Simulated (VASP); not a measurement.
# CsRh2 (P4/nmm) in VASP: a series of runs, part 2 of 2

VASP 6.6.1.

## Step 4: Relaxation of cell and atoms, PBE

File INCAR:

```
ALGO = Fast
EDIFF = 1E-7
EDIFFG = -0.04
ENCUT = 600
GGA = PE
IBRION = 2
ISIF = 3
ISMEAR = 0
LASPH = T
LCHARG = F
LREAL = F
LWAVE = F
NELM = 100
NSW = 90
PREC = Accurate
SIGMA = 0.1
```

File KPOINTS:

```
k-points
0
Gamma
  4 4 4
```

File POSCAR:

```
CsRh2
1.0
    4.4181464306      0.0000000000      0.0000000000
    0.0000000000      4.4181464306      0.0000000000
    0.0000000000      0.0000000000      6.7412149069
Cs Rh
2 4
Direct
    0.0000000000      0.5000000000      0.7000000000
    0.5000000000      0.0000000000      0.3000000000
    0.0000000000      0.0000000000      0.0000000000
    0.5000000000      0.5000000000      0.0000000000
    0.0000000000      0.5000000000      0.2700000000
    0.5000000000      0.0000000000      0.7300000000
```

Potentials or basis: VASP PAW PBE potentials, release 64 (Cs_sv, Rh_pv).

Command:

```
cat potpaw_PBE.64/Cs_sv/POTCAR potpaw_PBE.64/Rh_pv/POTCAR > POTCAR
mpirun -np 1 vasp_std > vasp.out
```

OUTCAR:

```text
EDIFF = 1E-7
   EDIFFG = -0.04
   ENCUT = 600
   GGA = PE
   IBRION = 2
   ISIF = 3
   ISMEAR = 0
   LASPH = T
   LREAL = F
   NELM = 100
   NSW = 90
   PREC = Accurate

 ion  position               nearest neighbor table
   1  0.000  0.500  0.700-   5 2.90   4 2.99   3 2.99   3 2.99   4 2.99   6 3.13   6 3.13   6 3.13
                             6 3.13
   2  0.500  0.000  0.300-   6 2.90   4 2.99   3 2.99   4 2.99   3 2.99   5 3.13   5 3.13   5 3.13
                             5 3.13
   3  0.000  0.000  0.000-   5 2.86   6 2.86   5 2.86   6 2.86   1 2.99   1 2.99   2 2.99   2 2.99
                             4 3.12   4 3.12   4 3.12   4 3.12
   4  0.500  0.500  0.000-   5 2.86   6 2.86   6 2.86   5 2.86   2 2.99   1 2.99   1 2.99   2 2.99
                             3 3.12   3 3.12   3 3.12   3 3.12
   5  0.000  0.500  0.270-   3 2.86   4 2.86   3 2.86   4 2.86   1 2.90   2 3.13   2 3.13   2 3.13
                             2 3.13
   6  0.500  0.000  0.730-   3 2.86   4 2.86   4 2.86   3 2.86   2 2.90   1 3.13   1 3.13   1 3.13
                             1 3.13

  LATTYP: Found a simple tetragonal cell.
 ALAT       =     4.4181464306
 C/A-ratio  =     1.5258016032

  Lattice vectors:

 A1 = (   4.4181464306,   0.0000000000,   0.0000000000)
 A2 = (   0.0000000000,   4.4181464306,   0.0000000000)
 A3 = (   0.0000000000,   0.0000000000,   6.7412149069)

Analysis of symmetry for initial positions (statically):
=====================================================================
 Subroutine PRICEL returns:
 Original cell was already a primitive cell.

 Routine SETGRP: Setting up the symmetry group for a
[... 288 lines left out ...]
  free  energy   TOTEN  =       -25.2172261171 eV

  energy  without entropy=      -25.1333310304  energy(sigma->0) =      -25.17527857

 E-fermi :   5.4057     XC(G=0): -10.0984

 val. band max:        5.2554001914   @ k =   0.5000   0.0000   0.5000
 cond. band min:       5.4247258119   @ k =   0.5000   0.2500   0.5000
 fundamental gap:      0.1693256205
 Fermi energy:         5.4057260203

 k-point     1 :       0.0000    0.0000    0.0000
  band No.  band energies     occupation
      1     -41.3531      2.00000
      2     -41.3531      2.00000
      3     -41.2435      2.00000
      4     -41.2435      2.00000
      5     -40.6172      2.00000
      6     -40.6118      2.00000
[... 871 lines left out ...]
     45       7.7200      0.00000
     46       7.7200      0.00000

[... ionic steps 4 to 21 ...]

--------------------------------------- Ionic step       22  -------------------------------------------

 number of electron      78.0000028 magnetization

------------------------ aborting loop because EDIFF is reached ----------------------------------------
[... 75 lines left out ...]
--------------------------------------- Ionic step       24  -------------------------------------------

 number of electron      78.0000028 magnetization

 Free energy of the ion-electron system (eV)
  ---------------------------------------------------
  ext. energy  EPLUGINS =         0.00000000
  ---------------------------------------------------
  free energy    TOTEN  =       -28.21226942 eV

  energy without entropy =      -28.20203285  energy(sigma->0) =      -28.20715113

 E-fermi :   4.3844     XC(G=0):  -9.2584

 val. band max:        4.3729137004   @ k =   0.2500   0.0000   0.2500
 cond. band min:       4.5706734803   @ k =   0.5000   0.2500   0.5000
 fundamental gap:      0.1977597799
 Fermi energy:         4.3844381983

 k-point     1 :       0.0000    0.0000    0.0000
  band No.  band energies     occupation
      1     -42.3359      2.00000
      2     -42.3359      2.00000
      3     -42.2235      2.00000
      4     -42.2235      2.00000
      5     -41.6078      2.00000
      6     -41.6007      2.00000
[... 904 lines left out ...]
  FREE ENERGIE OF THE ION-ELECTRON SYSTEM (eV)
  ---------------------------------------------------
  free  energy   TOTEN  =       -28.2122694177 eV

  energy  without entropy=      -28.2020328497  energy(sigma->0) =      -28.20715113

 reached required accuracy - stopping structural energy minimisation
```

OSZICAR:

```text
N       E                     dE             d eps       ncg     rms          rms(c)
DAV:   1     0.953395175532E+03    0.95340E+03   -0.48702E+04  1800   0.192E+03
DAV:   2     0.295509725156E+02   -0.92384E+03   -0.89821E+03  1772   0.524E+02
DAV:   3    -0.226966553895E+02   -0.52248E+02   -0.49569E+02  1952   0.112E+02
[... 357 lines left out ...]
RMM:   6    -0.282122611630E+02   -0.30148E-04   -0.47319E-04  1854   0.875E-02    0.193E-02
RMM:   7    -0.282122669552E+02   -0.57923E-05   -0.85770E-05  1907   0.404E-02    0.825E-03
RMM:   8    -0.282122689813E+02   -0.20261E-05   -0.19986E-05  1960   0.184E-02    0.325E-03
RMM:   9    -0.282122691071E+02   -0.12574E-06   -0.32707E-06  1686   0.961E-03    0.172E-03
RMM:  10    -0.282122693583E+02   -0.25116E-06   -0.11460E-06  1503   0.463E-03    0.759E-04
RMM:  11    -0.282122694177E+02   -0.59481E-07   -0.16282E-07   987   0.186E-03
  24 F= -.28212269E+02 E0= -.28207151E+02  d E =-.164639E-02
```

Wall time 29 min (1 thread of AMD EPYC 9R45 (Zen 5), shared host); peak memory 0.3 GiB.

Results:

| Item | Value |
| --- | --- |
| Free energy | -28.2123 eV |
| Relaxed volume | 30.60 Å³/atom |
| Relaxed cell | a = 4.669 Å, b = 4.669 Å, c = 8.422 Å, α = 90.00°, β = 90.00°, γ = 90.00° |
| Space group after relaxing (to 0.1 Å) | P4/nmm (No. 129) |
| Energy gained by relaxing | 838.8 meV/atom |
| Ionic steps | 24 |
| Pressure after relaxing | 0.0 GPa |
| Largest force after relaxing | 0.015 eV/Å |
| Band gap on the k mesh | zero (bands 39 and 40 overlap by 1.15 eV) |

Forces in eV/Å, atoms in the order of the input:
```
Cs   0.000  0.000  0.015
Cs   0.000  0.000 -0.015
Rh   0.000  0.000  0.000
Rh   0.000  0.000  0.000
Rh   0.000  0.000 -0.006
Rh   0.000  0.000  0.006
```

Step by step:
| step | energy change (eV) | largest force (eV/Å) | pressure (GPa) | volume (Å³) |
| --- | --- | --- | --- | --- |
| 1 | 0.0000 | 1.9334 | 0.63 | 131.59 |
| 2 | -0.5489 | 1.8615 | 0.29 | 133.22 |
| 3 | -2.0376 | 1.8826 | 0.66 | 138.21 |
| 4 | -4.1547 | 1.0342 | 4.53 | 148.50 |
| 5 | -4.5095 | 0.9892 | -1.32 | 164.10 |
| 6 | -4.5113 | 0.9879 | -0.98 | 162.94 |
| 7 | -4.6082 | 0.8578 | 0.10 | 161.46 |
| 8 | -4.6410 | 0.6873 | 1.33 | 159.93 |
| 9 | -4.7139 | 0.5088 | 0.12 | 163.17 |
| 10 | -4.7431 | 0.3794 | -1.04 | 166.96 |
| 11 | -4.8167 | 0.3361 | -0.43 | 166.77 |
| 12 | -4.9105 | 0.1963 | 1.55 | 166.09 |
| 13 | -4.9606 | 0.3129 | -0.04 | 172.05 |
| 14 | -4.9623 | 0.4512 | -0.44 | 173.71 |
| 15 | -4.9911 | 0.4301 | 0.03 | 175.46 |
| 16 | -4.9975 | 0.4006 | 0.40 | 176.62 |
| 17 | -5.0178 | 0.2385 | 0.08 | 179.64 |
| 18 | -5.0258 | 0.1208 | -0.19 | 182.56 |
| 19 | -5.0260 | 0.1304 | -0.25 | 183.10 |
| 20 | -5.0273 | 0.1264 | 0.35 | 182.15 |
| 21 | -5.0278 | 0.0995 | 0.14 | 182.48 |
| 22 | -5.0300 | 0.0656 | 0.07 | 182.87 |
| 23 | -5.0310 | 0.0546 | 0.00 | 183.32 |
| 24 | -5.0327 | 0.0145 | 0.03 | 183.59 |

Final structure:
```
Cs Rh
1.0
     4.66906    0.00000    0.00000
     0.00000    4.66906    0.00000
     0.00000    0.00000    8.42162
Cs Rh
2 4
Direct
  0.00000 0.50000 0.67226
  0.50000 0.00000 0.32774
  0.00000 0.00000 0.00000
  0.50000 0.50000 0.00000
  0.00000 0.50000 0.09873
  0.50000 0.00000 0.90127
```

Levels at points of the mesh, in eV from the Fermi level:
```
           k point  band 37  band 38  band 39  band 40  band 41  band 42
(0.00, 0.00, 0.00)    -1.41    -1.41    -0.80    -0.42     0.60     0.80
(0.50, 0.00, 0.00)    -0.27    -0.27    -0.14    -0.14     0.49     0.49
(0.50, 0.50, 0.00)    -0.16    -0.16     0.36     0.36     0.98     0.98
(0.00, 0.00, 0.50)    -1.41    -1.40    -1.19    -0.80     0.60     0.68
(0.50, 0.00, 0.50)    -0.33    -0.33    -0.14    -0.14     0.49     0.49
(0.50, 0.50, 0.50)    -0.13    -0.13     0.36     0.36     1.05     1.05
```

Caveat: the volume moved by over 15 % at a fixed basis, so the end points are rough; spin-orbit coupling is left out, which moves the levels of the heavy elements.

## Step 5: Single point, PBE

This run uses another cell than the first one, of 35.64 Å³/atom.

File INCAR:

```
PREC = Accurate ; ENCUT = 520
EDIFF = 1E-7 ; ISMEAR = 0
SIGMA = 0.1 ; LREAL = False
LASPH = True ; NELM = 60
ALGO = Fast ; ISIF = 2
LWAVE = False ; LCHARG = False
GGA = PE ; NBANDS = 48
```

File KPOINTS:

```
Automatic mesh
0
Gamma
  8 8 4
```

File POSCAR:

```
CsRh2
1.0
    4.6587594659      0.0000000000      0.0000000000
    0.0000000000      4.6587594659      0.0000000000
    0.0000000000      0.0000000000      9.8533211566
Cs Rh
2 4
Direct
    0.0000000000      0.5000000000      0.7146078020
    0.5000000000      0.0000000000      0.2853921980
    0.0000000000      0.0000000000      0.0000000000
    0.5000000000      0.5000000000      0.0000000000
    0.0000000000      0.5000000000      0.0832563645
    0.5000000000      0.0000000000      0.9167436355
```

Command:

```
cat potpaw_PBE.64/Cs_sv/POTCAR potpaw_PBE.64/Rh_pv/POTCAR > POTCAR
mpirun -np 1 vasp_std > vasp.out
```

Run time: 7.5 min. Hardware: 1 thread of AMD EPYC 9R45 (Zen 5), shared host; peak memory 0.5 GiB.

The run converged. Its results:

| Property | Result |
| --- | --- |
| Free energy | -28.2085 eV |
| Pressure | 0.1 GPa |
| Largest force | 0.019 eV/Å |
| Band gap on the k mesh | zero (bands 39 and 40 overlap by 1.30 eV) |

Forces in eV/Å, atoms in the order of the input:
```
Cs   0.000  0.000 -0.019
Cs   0.000  0.000  0.019
Rh   0.000  0.000  0.000
Rh   0.000  0.000  0.000
Rh   0.000  0.000  0.012
Rh   0.000  0.000 -0.012
```

Levels at points of the mesh, in eV from the Fermi level:
```
           k point  band 35  band 36  band 37  band 38  band 39  band 40  band 41  band 42  band 43  band 44
(0.00, 0.00, 0.00)    -1.49    -1.49    -1.38    -1.38    -0.83    -0.62     0.50     0.62     0.83     2.26
(0.50, 0.00, 0.00)    -1.59    -1.59    -0.27    -0.27    -0.14    -0.14     0.51     0.51     1.36     1.36
(0.50, 0.50, 0.00)    -0.19    -0.19    -0.13    -0.13     0.37     0.37     1.00     1.00     1.01     1.01
(0.00, 0.00, 0.50)    -1.49    -1.47    -1.38    -1.38    -1.16    -0.83     0.62     0.81     1.40     1.60
(0.50, 0.00, 0.50)    -1.59    -1.59    -0.30    -0.30    -0.14    -0.14     0.52     0.52     1.38     1.38
(0.50, 0.50, 0.50)    -0.21    -0.21    -0.12    -0.12     0.37     0.37     1.05     1.05     1.06     1.06
```

Caveat: spin-orbit coupling is left out, which moves the levels of the heavy elements.

## Step 6: Overview

```tsv
task	cell	k mesh	cutoff (eV)	gap on the mesh (eV)	pressure (GPa)	largest force (eV/Å)
single point	a = 4.418, b = 4.418, c = 6.741 Å, 6 atoms, atomic positions A	4 × 4 × 4	520	none	0.7	1.93
single point	a = 4.652, b = 4.652, c = 9.375 Å, 6 atoms, atomic positions B	4 × 4 × 4	520	none	0.1	0.01
relaxation of cell and atoms	relaxed from a = 4.418, b = 4.418, c = 6.741 Å, 6 atoms, atomic positions A	4 × 4 × 4	600	none	0.0	0.01
single point	a = 4.659, b = 4.659, c = 9.853 Å, 6 atoms, atomic positions C	8 × 8 × 4	520	none	0.1	0.02
```

Alike in all rows: level PBE; potentials or basis VASP PAW PBE potentials, release 64 (Cs_sv, Rh_pv); no spin polarisation; smearing gaussian 0.1 eV.

Caveats: spin-orbit coupling is left out, which moves the levels of the heavy elements; forces of over 1 eV/Å act on the atoms, so gaps and moduli don't describe the material at rest (at least some runs); the volume moved by over 15 % at a fixed basis, so the end points are rough (at least some runs).

Absolute energies hang on the potentials; compare differences alone.

The gap in the log of VASP goes by the Fermi energy; the results here count the filled bands.